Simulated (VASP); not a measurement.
# CuI (F-43m) in VASP: a series of runs

CuI is run at these levels: r2SCAN; tasks: single point.

Program: VASP 6.6.1. These are calculated values, not measurements. Logs are shortened: lines on timing, memory, paths and dates and some standing lists are left out, and cuts for length are marked.

## 1. The cell of the first run

Symmetry: F-43m, No. 216, cubic system. The conventional cell has a = 6.024 Å, b = 6.024 Å, c = 6.024 Å, α = 90.00°, β = 90.00°, γ = 90.00°. Within 3.4 Å of Cu (site symmetry -43m) lie 4 I at 2.61 Å. Within 3.4 Å of I (site symmetry -43m) lie 4 Cu at 2.61 Å.

## 2. Single point, r2SCAN

The input, POSCAR:

```
CuI
1.0
    0.0000000000      3.0120291112      3.0120291112
    3.0120291112      0.0000000000      3.0120291112
    3.0120291112      3.0120291112      0.0000000000
Cu I
1 1
Direct
    0.0000000000      0.0000000000      0.0000000000
    0.2500000000      0.2500000000      0.2500000000
```

The input, INCAR.step1:

```
PREC = Accurate
ENCUT = 520
ISMEAR = 0
SIGMA = 0.01
LREAL = False
LASPH = True
NELM = 60
NBANDS = 16
GGA = PE
ALGO = Normal
EDIFF = 1E-4
LWAVE = True
LCHARG = False
```

The input, INCAR.step2:

```
PREC = Accurate
ENCUT = 520
EDIFF = 1E-6
ISMEAR = 0
SIGMA = 0.01
LREAL = False
LASPH = True
NELM = 60
ALGO = Normal
ISIF = 2
LWAVE = False
LCHARG = False
METAGGA = R2SCAN
LMIXTAU = True
NBANDS = 16
ISTART = 1
```

The input, KPOINTS:

```
regular mesh
0
Gamma
  6 6 6
```

Potentials or basis: VASP PAW PBE potentials, release 64 (Cu, I).

On the command line:

```sh
$ cat potpaw_PBE.64/Cu/POTCAR potpaw_PBE.64/I/POTCAR > POTCAR
$ cp INCAR.step1 INCAR
$ mpirun -np 1 vasp_std > vasp.out
$ cp INCAR.step2 INCAR
$ mpirun -np 1 vasp_std > vasp.out
```

OUTCAR:

```text
PREC = Accurate
   ENCUT = 520
   EDIFF = 1E-6
   ISMEAR = 0
   LREAL = False
   LASPH = True
   NELM = 60
   ISIF = 2
   METAGGA = R2SCAN
   ISTART = 1

 ion  position               nearest neighbor table
   1  0.000  0.000  0.000-   2 2.61   2 2.61   2 2.61   2 2.61
   2  0.250  0.250  0.250-   1 2.61   1 2.61   1 2.61   1 2.61

  LATTYP: Found a face centered cubic cell.
 ALAT       =     6.0240582224

  Lattice vectors:

 A1 = (   0.0000000000,   3.0120291112,   3.0120291112)
 A2 = (   3.0120291112,   0.0000000000,   3.0120291112)
 A3 = (   3.0120291112,   3.0120291112,   0.0000000000)

Analysis of symmetry for initial positions (statically):
[... 5 lines left out ...]
 face centered cubic supercell.

 Subroutine GETGRP returns: Found 24 space group operations
 (whereof 24 operations were pure point group operations)
 out of a pool of 48 trial point group operations.

The static configuration has the point symmetry T_d .

Analysis of symmetry for dynamics (positions and initial velocities):
[... 5 lines left out ...]
 face centered cubic supercell.

 Subroutine GETGRP returns: Found 24 space group operations
 (whereof 24 operations were pure point group operations)
 out of a pool of 48 trial point group operations.

The dynamic configuration has the point symmetry T_d .

 Subroutine INISYM returns: Found 24 space group operations
 (whereof 24 operations are pure point group operations),
 and found     1 'primitive' translations

----------------------------------------------------------------------------------------

                                     Primitive cell

  volume of cell :      54.6522

  direct lattice vectors                    reciprocal lattice vectors
     0.000000000  3.012029111  3.012029111    -0.166001052  0.166001052  0.166001052
     3.012029111  0.000000000  3.012029111     0.166001052 -0.166001052  0.166001052
     3.012029111  3.012029111  0.000000000     0.166001052  0.166001052 -0.166001052

  length of vectors
     4.259652419  4.259652419  4.259652419     0.287522256  0.287522256  0.287522256

  position of ions in fractional coordinates (direct lattice)
     0.000000000  0.000000000  0.000000000
     0.250000000  0.250000000  0.250000000

  ion indices of the primitive-cell ions
   primitive index   ion index
                 1           1
                 2           2

----------------------------------------------------------------------------------------

 KPOINTS: regular mesh

Automatic generation of k-mesh.
 Grid dimensions read from file:
 generate k-points for:    6    6    6

 Generating k-lattice:

  Cartesian coordinates                     Fractional coordinates (reciprocal lattice)
    -0.027666842  0.027666842  0.027666842     0.166666667  0.000000000  0.000000000
     0.027666842 -0.027666842  0.027666842     0.000000000  0.166666667  0.000000000
     0.027666842  0.027666842 -0.027666842     0.000000000  0.000000000  0.166666667

  Length of vectors
     0.047920376  0.047920376  0.047920376

  Shift w.r.t. Gamma in fractional coordinates (k-lattice)
     0.000000000  0.000000000  0.000000000

 Subroutine IBZKPT returns following result:
 ===========================================

 Found     16 irreducible k-points:

 Following reciprocal coordinates:
[... 6 lines left out ...]
  0.333333  0.166667  0.000000     24.000000
[... 8 lines left out ...]
 -0.333333  0.333333  0.166667     24.000000
 -0.333333  0.500000  0.166667     12.000000
   k-points           NKPTS =     16   k-points in BZ     NKDIM =     16   number of bands    NBANDS=     16
   number of dos      NEDOS =    301   number of ions     NIONS =      2
   total plane-waves  NPLWV =  32768
   dimension x,y,z NGX =    32 NGY =   32 NGZ =   32
   dimension x,y,z NGXF=    64 NGYF=   64 NGZF=   64
   ions per type =               1   1
   NGX,Y,Z   is equivalent  to a cutoff of  12.49, 12.49, 12.49 a.u.
   NGXF,Y,Z  is equivalent  to a cutoff of  24.98, 24.98, 24.98 a.u.
 SYSTEM =  unknown system
   PREC   = accura    normal or accurate (medium, high low for compatibility)
   ISTART =      1    job   : 0-new  1-cont  2-samecut
   ICHARG =      0    charge: 1-file 2-atom 10-const
   ISPIN  =      1    spin polarized calculation?
   LNONCOLLINEAR =      F non collinear calculations
   LSORBIT =      F    spin-orbit coupling
   LASPH  =      T    aspherical Exc in radial PAW
   ENCUT  =  520.0 eV  38.22 Ry    6.18 a.u.   7.92  7.92  7.92*2*pi/ulx,y,z
   NELM   =     60;   NELMIN=  2; NELMDL=  0     # of ELM steps
   EDIFF  = 0.1E-05   stopping-criterion for ELM
   LREAL  =      F    real-space projection
   EDIFFG = 0.1E-04   stopping-criterion for IOM
   NSW    =      0    number of steps for IOM
   IBRION =     -1    ionic relax: 0-MD 1-quasi-New 2-CG
   NFREE  =      0    steps in history (QN), initial steepest desc. (CG)
   ISIF   =      2    stress and relaxation
   ISYM   =      2    0-nonsym 1-usesym 2-fastsym
   POTIM  = 0.5000    time-step for ionic-motion
   TEBEG  =    0.0;   TEEND  =   0.0 temperature during run
   PSTRESS=    0.0 pullay stress
   NELECT =      18.0000    total number of electrons
   NUPDOWN=      -1.0000    fix difference up-down
   EMIN   =  10.00;   EMAX   =-10.00  energy-range for DOS
   EFERMI =   0.00;   METHOD = LEGACY
   ISMEAR =     0;   SIGMA  =   0.01  broadening in eV -4-tet -1-fermi 0-gaus
   EFERMI_NEDOS =   21; number of points for ismear=-14 and -15
   IALGO  =     38    algorithm
   IMIX   =      4    mixing-type and parameters
     AMIX     =   0.40;   BMIX     =  1.00
     AMIX_MAG =   1.60;   BMIX_MAG =  1.00
  volume/ion in A,a.u.               =      27.33       184.41
  Fermi-wavevector in a.u.,A,eV,Ry     =   1.130568  2.136463 17.390734  1.278183
  Thomas-Fermi vector in A             =   2.267264
   LORBIT       =      0    0 simple, 1 ext, 2 COOP (PROOUT), +10 PAW based schemes
   METAGGA = R2SCAN    functional components
   LHFCALC =     F    Hartree Fock is set to
   AEXX    =    0.0000 exact exchange contribution
   IVDW    =     0    specifies the selected vdW correction
   LEPSILON=     F    determine dielectric tensor
   LRPA    =     F    only Hartree local field effects (RPA)
 non-spin polarized calculation
 Gauss-broadening in eV      SIGMA  =   0.01
  energy-cutoff  :      520.00
  volume of cell :       54.65
 maximum number of plane-waves:      1488
   NGX = 15   NGY = 15   NGZ = 15

 number of electron      18.0000016 magnetization

 Free energy of the ion-electron system (eV)
  ---------------------------------------------------
  ext. energy  EPLUGINS =         0.00000000
  ---------------------------------------------------
  free energy    TOTEN  =       -35.79373869 eV

  energy without entropy =      -35.79373869  energy(sigma->0) =      -35.79373869

 E-fermi :   4.5598     XC(G=0):  -9.5448

 val. band max:        4.4709561312   @ k =   0.0000   0.0000   0.0000
 cond. band min:       6.1421827339   @ k =   0.0000   0.0000   0.0000
 fundamental gap:      1.6712266027
 Fermi energy:         4.5597750986

 k-point     1 :       0.0000    0.0000    0.0000
  band No.  band energies     occupation
      1     -10.1590      2.00000
      2       0.5820      2.00000
      3       0.5820      2.00000
      4       0.5820      2.00000
      5       2.5551      2.00000
      6       2.5551      2.00000
[... 8 lines left out ...]
     15      14.5012      0.00000
     16      14.5012      0.00000

 k-point     2 :       0.1667    0.0000    0.0000
  band No.  band energies     occupation
      1     -10.0215      2.00000
      2       0.0698      2.00000
      3       0.5912      2.00000
      4       0.5912      2.00000
      5       2.5456      2.00000
      6       2.5457      2.00000
[... 8 lines left out ...]
     15      13.6201      0.00000
     16      14.1124      0.00000

 k-point     3 :       0.3333    0.0000    0.0000
  band No.  band energies     occupation
      1      -9.7184      2.00000
      2      -0.9466      2.00000
      3       0.6027      2.00000
      4       0.6027      2.00000
      5       2.5564      2.00000
      6       2.5565      2.00000
[... 8 lines left out ...]
     15      14.1623      0.00000
     16      14.1623      0.00000

 k-point     4 :       0.5000    0.0000    0.0000
  band No.  band energies     occupation
      1      -9.5493      2.00000
      2      -1.4451      2.00000
      3       0.6045      2.00000
      4       0.6046      2.00000
      5       2.5836      2.00000
      6       2.5837      2.00000
[... 8 lines left out ...]
     15      15.9140      0.00000
     16      15.9140      0.00000

 k-point     5 :       0.1667    0.1667    0.0000
  band No.  band energies     occupation
      1      -9.9755      2.00000
      2       0.0249      2.00000
      3       0.5489      2.00000
      4       0.5489      2.00000
      5       2.4988      2.00000
      6       2.5785      2.00000
[... 8 lines left out ...]
     15      14.7879      0.00000
     16      15.1099      0.00000

 k-point     6 :       0.3333    0.1667    0.0000
  band No.  band energies     occupation
      1      -9.7249      2.00000
      2      -0.6797      2.00000
      3       0.4634      2.00000
      4       0.5384      2.00000
      5       2.4812      2.00000
      6       2.5958      2.00000
[... 8 lines left out ...]
     15      15.0971      0.00000
     16      15.4990      0.00000
[... 115 lines left out ...]
 k-point    13 :       0.5000    0.5000    0.0000
  band No.  band energies     occupation
      1      -9.3413      2.00000
      2      -1.4167      2.00000
      3       0.4517      2.00000
      4       0.4517      2.00000
      5       2.5153      2.00000
      6       2.6339      2.00000
[... 8 lines left out ...]
     15      16.2570      0.00000
     16      17.0920      0.00000

 k-point    14 :       0.5000    0.3333    0.1667
  band No.  band energies     occupation
      1      -9.5085      2.00000
      2      -0.9559      2.00000
      3       0.0675      2.00000
      4       0.5264      2.00000
      5       2.4877      2.00000
      6       2.5698      2.00000
[... 8 lines left out ...]
     15      16.1045      0.00000
     16      17.1910      0.00000

 k-point    15 :      -0.3333    0.3333    0.1667
  band No.  band energies     occupation
      1      -9.3926      2.00000
      2      -1.0085      2.00000
      3      -0.2432      2.00000
      4       0.4813      2.00000
      5       2.4475      2.00000
      6       2.5523      2.00000
[... 8 lines left out ...]
     15      16.2685      0.00000
     16      16.9022      0.00000

 k-point    16 :      -0.3333    0.5000    0.1667
  band No.  band energies     occupation
      1      -9.3382      2.00000
      2      -1.1103      2.00000
      3      -0.0959      2.00000
      4       0.3781      2.00000
      5       2.4929      2.00000
      6       2.5014      2.00000
[... 8 lines left out ...]
     15      16.5793      0.00000
     16      17.2499      0.00000

------------------------ aborting loop because EDIFF is reached ----------------------------------------

  FORCE on cell =-STRESS in cart. coord.  units (eV):
  Direction    XX          YY          ZZ          XY          YZ          ZX
  --------------------------------------------------------------------------------------
  -------------------------------------------------------------------------------------
  Total       -0.0171725     -0.0171725     -0.0171725     -0.0000000      0.0000000      0.0000000
  in kB       -0.5034257     -0.5034257     -0.5034257     -0.0000000      0.0000000      0.0000000
  external PRESSURE =      -0.5034257 kB  Pullay stress =       0.0000000 kB

 VOLUME and BASIS-vectors are now :
 -----------------------------------------------------------------------------
  energy-cutoff  :      520.00
  volume of cell :       54.65
      direct lattice vectors                 reciprocal lattice vectors
     0.000000000  3.012029111  3.012029111    -0.166001052  0.166001052  0.166001052
     3.012029111  0.000000000  3.012029111     0.166001052 -0.166001052  0.166001052
     3.012029111  3.012029111  0.000000000     0.166001052  0.166001052 -0.166001052

 POSITION                                       TOTAL-FORCE (eV/Angst)
 -----------------------------------------------------------------------------------
      0.00000      0.00000      0.00000        -0.000000     -0.000000     -0.000000
      1.50601      1.50601      1.50601         0.000000      0.000000      0.000000
 -----------------------------------------------------------------------------------
    total drift:                                0.000010      0.000010      0.000010

  FREE ENERGIE OF THE ION-ELECTRON SYSTEM (eV)
  ---------------------------------------------------
  free  energy   TOTEN  =       -35.7937386910 eV

  energy  without entropy=      -35.7937386910  energy(sigma->0) =      -35.79373869
```

It took 51 s on 1 thread of AMD EPYC 7R43 (Zen 3), shared host; peak memory 0.15 GiB.

What came out:

| Item | Value |
| --- | --- |
| Free energy | -35.7937 eV |
| Pressure | -0.1 GPa |
| Band gap on the k mesh | 1.67 eV, direct |

Levels at points of the mesh, in eV from the valence-band top:
```csv
k point,band 5,band 6,band 7,band 8,band 9,band 10,band 11,band 12,band 13,band 14
"(0.00, 0.00, 0.00)",-1.92,-1.92,0.00,0.00,0.00,1.67,5.22,5.22,5.22,8.68
"(0.50, 0.00, 0.00)",-1.89,-1.89,-1.85,-0.74,-0.74,2.57,5.73,5.73,7.75,9.76
"(0.50, 0.50, 0.00)",-1.96,-1.84,-1.82,-1.57,-1.57,2.90,3.17,9.94,10.51,10.51
```

Caveat: the PAW data sets were made with another functional, which shifts forces and pressure a little; spin-orbit coupling is left out, which moves the levels of the heavy elements.

[end of part 1 of 2]
